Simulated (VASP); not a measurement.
# Ni (Fm-3m) in VASP: a series of runs, part 3 of 3

VASP 6.6.1. The steps go on from the part before.

### Step 5. Single point, PBE, collinear spin, ferromagnetic start

INCAR

```
SYSTEM = Ni
PREC = Accurate ; ENCUT = 520
EDIFF = 1E-7 ; ISMEAR = -1
SIGMA = 0.05 ; LREAL = .False.
LASPH = .True. ; NELM = 150
ALGO = Normal ; ISIF = 2
LWAVE = .False. ; LCHARG = .True.
ISPIN = 2 ; MAGMOM = 0.672
LORBIT = 11 ; LMAXMIX = 4
GGA = PE ; LELF = .True.
LVHAR = .True. ; NBANDS = 15
```

KPOINTS

```
regular mesh
0
Gamma
  7 7 7
  0 0 0
```

POSCAR

```
Ni
1.0
    0.0000000000      1.7596893266      1.7596893266
    1.7596893266      0.0000000000      1.7596893266
    1.7596893266      1.7596893266      0.0000000000
Ni
1
Direct
    0.0000000000      0.0000000000      0.0000000000
```

Potentials or basis: VASP PAW PBE potentials, release 64 (Ni).

Launch:

```
cat potpaw_PBE.64/Ni/POTCAR > POTCAR
mpirun -np 1 vasp_std > vasp.out
```

OUTCAR:

```text
SYSTEM = Ni
   PREC = Accurate
   ENCUT = 520
   EDIFF = 1E-7
   ISMEAR = -1
   LREAL = .False.
   LASPH = .True.
   NELM = 150
   ISIF = 2
   ISPIN = 2
   LORBIT = 11
   GGA = PE

 ion  position               nearest neighbor table
   1  0.000  0.000  0.000-

  LATTYP: Found a face centered cubic cell.
 ALAT       =     3.5193786532

  Lattice vectors:

 A1 = (   0.0000000000,   1.7596893266,   1.7596893266)
 A2 = (   1.7596893266,   0.0000000000,   1.7596893266)
 A3 = (   1.7596893266,   1.7596893266,   0.0000000000)

Analysis of symmetry for initial positions (statically):
=====================================================================
 Subroutine PRICEL returns:
 Original cell was already a primitive cell.

 Routine SETGRP: Setting up the symmetry group for a
 face centered cubic supercell.

 Subroutine GETGRP returns: Found 48 space group operations
 (whereof 48 operations were pure point group operations)
 out of a pool of 48 trial point group operations.

The static configuration has the point symmetry O_h .

Analysis of symmetry for dynamics (positions and initial velocities):
=====================================================================
 Subroutine PRICEL returns:
 Original cell was already a primitive cell.

 Routine SETGRP: Setting up the symmetry group for a
 face centered cubic supercell.

 Subroutine GETGRP returns: Found 48 space group operations
 (whereof 48 operations were pure point group operations)
 out of a pool of 48 trial point group operations.

The dynamic configuration has the point symmetry O_h .

Analysis of structural, dynamic, and magnetic symmetry:
=====================================================================
 Subroutine PRICEL returns:
 Original cell was already a primitive cell.

 Routine SETGRP: Setting up the symmetry group for a
 face centered cubic supercell.

 Subroutine GETGRP returns: Found 48 space group operations
 (whereof 48 operations were pure point group operations)
[... 159 lines left out ...]
      7      33.0546      0.00000
      8      36.9196      0.00000
      9      36.9196      0.00000
     10      36.9196      0.00000
     11      39.8687      0.00000
     12      39.8687      0.00000
     13      39.8687      0.00000
     14      42.7981      0.00000
[... 328 lines left out ...]
      1       5.7311      1.00000
      2       6.0239      1.00000
      3       6.7070      1.00000
      4       8.1621      1.00000
      5       8.8586      0.99997
      6      15.9975      0.00000
      7      16.4495      0.00000
      8      19.6851      0.00000
      9      23.0426      0.00000
     10      35.9239      0.00000
     11      42.2476      0.00000
     12      43.2001      0.00000
     13      47.9995      0.00000
     14      53.7415      0.00000
     15      55.7582      0.00000
 Fermi energy:         9.3760960012

 spin component 2

 k-point     1 :       0.0000    0.0000    0.0000
  band No.  band energies     occupation
      1       0.3145      1.00000
      2       7.6259      1.00000
      3       7.6259      1.00000
      4       7.6259      1.00000
      5       8.6337      1.00000
      6       8.6337      1.00000
      7      32.9050      0.00000
      8      36.8842      0.00000
      9      36.8842      0.00000
     10      36.8842      0.00000
     11      39.9342      0.00000
     12      39.9342      0.00000
     13      39.9342      0.00000
     14      42.6916      0.00000
[... 329 lines left out ...]
      2       6.4835      1.00000
      3       7.1903      1.00000
      4       8.5752      1.00000
      5       9.5399      0.03637
      6      16.1476      0.00000
      7      16.5908      0.00000
      8      19.7986      0.00000
      9      23.1056      0.00000
     10      35.9288      0.00000
     11      42.2074      0.00000
     12      43.2475      0.00000
     13      48.1246      0.00000
     14      53.6657      0.00000
     15      56.8582      0.00000

------------------------ aborting loop because EDIFF is reached ----------------------------------------

  FORCE on cell =-STRESS in cart. coord.  units (eV):
  Direction    XX          YY          ZZ          XY          YZ          ZX
  --------------------------------------------------------------------------------------
  -------------------------------------------------------------------------------------
  Total       -0.0549684     -0.0549684     -0.0549684      0.0000000      0.0000000      0.0000000
  in kB       -8.0813838     -8.0813838     -8.0813838      0.0000000      0.0000000      0.0000000
  external PRESSURE =      -8.0813838 kB  Pullay stress =       0.0000000 kB

 VOLUME and BASIS-vectors are now :
 -----------------------------------------------------------------------------
  energy-cutoff  :      520.00
  volume of cell :       10.90
      direct lattice vectors                 reciprocal lattice vectors
     0.000000000  1.759689327  1.759689327    -0.284141065  0.284141065  0.284141065
     1.759689327  0.000000000  1.759689327     0.284141065 -0.284141065  0.284141065
     1.759689327  1.759689327  0.000000000     0.284141065  0.284141065 -0.284141065

 POSITION                                       TOTAL-FORCE (eV/Angst)
 -----------------------------------------------------------------------------------
      0.00000      0.00000      0.00000         0.000000      0.000000      0.000000
 -----------------------------------------------------------------------------------
    total drift:                                0.000000      0.000000      0.000000

  FREE ENERGIE OF THE ION-ELECTRON SYSTEM (eV)
  ---------------------------------------------------
  free  energy   TOTEN  =        -5.4709673918 eV

  energy  without entropy=       -5.4526935474  energy(sigma->0) =       -5.46183047

 total charge

# of ion       s       p       d       tot
------------------------------------------
    1        0.492   0.492   8.324   9.309

 magnetization (x)

# of ion       s       p       d       tot
------------------------------------------
    1       -0.008  -0.023   0.521   0.489
```

OSZICAR:

```text
N       E                     dE             d eps       ncg     rms          rms(c)
DAV:   1     0.336405066920E+02    0.33641E+02   -0.42390E+03  1311   0.856E+02
DAV:   2    -0.493763122856E+01   -0.38578E+02   -0.36174E+02  1326   0.162E+02
DAV:   3    -0.648085276894E+01   -0.15432E+01   -0.15156E+01  1494   0.315E+01
DAV:   4    -0.648935384863E+01   -0.85011E-02   -0.84988E-02  1431   0.223E+00
DAV:   5    -0.648945155783E+01   -0.97709E-04   -0.97709E-04  1497   0.218E-01    0.101E+01
DAV:   6    -0.581723078740E+01    0.67222E+00   -0.13654E+01  1704   0.406E+01    0.617E+00
DAV:   7    -0.548568905025E+01    0.33154E+00   -0.22781E+00  1571   0.152E+01    0.184E+00
DAV:   8    -0.547353663103E+01    0.12152E-01   -0.14192E-02  1420   0.700E-01    0.923E-01
DAV:   9    -0.547129417786E+01    0.22425E-02   -0.14120E-03  1834   0.230E-01    0.244E-01
DAV:  10    -0.547085452631E+01    0.43965E-03   -0.10839E-03  1796   0.205E-01    0.962E-02
DAV:  11    -0.547096605356E+01   -0.11153E-03   -0.42977E-04  1877   0.187E-01    0.184E-02
DAV:  12    -0.547096675123E+01   -0.69767E-06   -0.12589E-05  1485   0.236E-02    0.155E-02
DAV:  13    -0.547096654662E+01    0.20460E-06   -0.45771E-06  1741   0.184E-02    0.752E-03
DAV:  14    -0.547096729740E+01   -0.75077E-06   -0.48023E-07  1405   0.609E-03    0.115E-03
DAV:  15    -0.547096739185E+01   -0.94450E-07   -0.76521E-08   936   0.201E-03
   1 F= -.54709674E+01 E0= -.54618305E+01  d E =-.182738E-01  mag=     0.4774
```

Wall time 8.2 s (1 thread of Intel Xeon 6975P-C, shared host); peak memory 0.13 GiB.

Results:

- Free energy: -5.4710 eV
- Pressure: -0.8 GPa
- Net moment: 0.48 μB per cell
- Site moments: Ni +0.49 μB
- Valence electrons inside the program's atomic spheres: Ni 9.31

Levels at points of the mesh, in eV from the Fermi level:
Spin up:
```csv
k point,band 1,band 2,band 3,band 4,band 5,band 6,band 7,band 8,band 9,band 10
"(0.00, 0.00, 0.00)",-9.02,-2.35,-2.35,-2.35,-1.17,-1.17,23.68,27.54,27.54,27.54
```
Spin down:
| k point | band 2 | band 3 | band 4 | band 5 | band 6 | band 7 | band 8 | band 9 |
| --- | --- | --- | --- | --- | --- | --- | --- | --- |
| (0.00, 0.00, 0.00) | -1.75 | -1.75 | -1.75 | -0.74 | -0.74 | 23.53 | 27.51 | 27.51 |

Caveat: the k points lie up to 0.44 Å⁻¹ apart.

### Step 6. Single point, PBE

This run uses another cell than the first one, of 10.85 Å³/atom, 0.996 times its volume.

INCAR

```
PREC = Accurate
ENCUT = 520
EDIFF = 1E-6
ISMEAR = -1
SIGMA = 0.1
LREAL = F
LASPH = T
NELM = 80
ALGO = Normal
ISIF = 2
LWAVE = F
LCHARG = F
GGA = PE
NBANDS = 11
```

KPOINTS

```
Automatic mesh
0
Gamma
  15 15 15
```

POSCAR

```
Ni
1.0
    0.0000000000      1.7572466680      1.7572466680
    1.7572466680      0.0000000000      1.7572466680
    1.7572466680      1.7572466680      0.0000000000
Ni
1
Direct
    0.0000000000      0.0000000000      0.0000000000
```

Potentials or basis: VASP PAW PBE potentials, release 64 (Ni).

Launch:

```
cat potpaw_PBE.64/Ni/POTCAR > POTCAR
mpirun -np 1 vasp_std > vasp.out
```

It took 9.3 s on 1 thread of Intel Xeon 6975P-C, shared host; peak memory 0.13 GiB.

It converged, with:

* Free energy: -5.4660 eV
* Pressure: 0.0 GPa
* Band gap on the k mesh: zero (band 5 reaches 9.38 eV, above the bottom of band 6 at 8.43 eV)

Levels at points of the mesh, in eV from the Fermi level:
| k point | band 2 | band 3 | band 4 | band 5 | band 6 | band 7 | band 8 | band 9 |
| --- | --- | --- | --- | --- | --- | --- | --- | --- |
| (0.00, 0.00, 0.00) | -1.88 | -1.88 | -1.88 | -0.78 | -0.78 | 23.82 | 27.78 | 27.78 |

Caveat: the run has no spin polarisation, though such a crystal can be magnetic.

### Step 7. Summary

```tsv
spin	cell	k mesh	smearing	gap on the mesh (eV)	pressure (GPa)	moment (μB)
collinear, ferromagnetic start	a = 2.489 Å, angles 60.0°, 1 atom	2 × 2 × 2	fermi-dirac 0.05 eV	none	29.2	1.25
collinear, ferromagnetic start	a = 2.489 Å, angles 60.0°, 1 atom	4 × 4 × 4	fermi-dirac 0.05 eV	none	-3.4	0.59
collinear, ferromagnetic start	a = 2.489 Å, angles 60.0°, 1 atom	5 × 5 × 5	fermi-dirac 0.05 eV	none	3.8	0.94
collinear, ferromagnetic start	a = 2.489 Å, angles 60.0°, 1 atom	7 × 7 × 7	fermi-dirac 0.05 eV	none	-0.8	0.48
off	a = 2.485 Å, angles 60.0°, 1 atom	15 × 15 × 15	fermi-dirac 0.1 eV	none	0.0	-
```

Alike in all rows: task single point; level PBE; potentials or basis VASP PAW PBE potentials, release 64 (Ni); cutoff (eV) 520.

Caveats: some runs use coarse meshes.

Absolute energies hang on the potentials; compare differences alone.
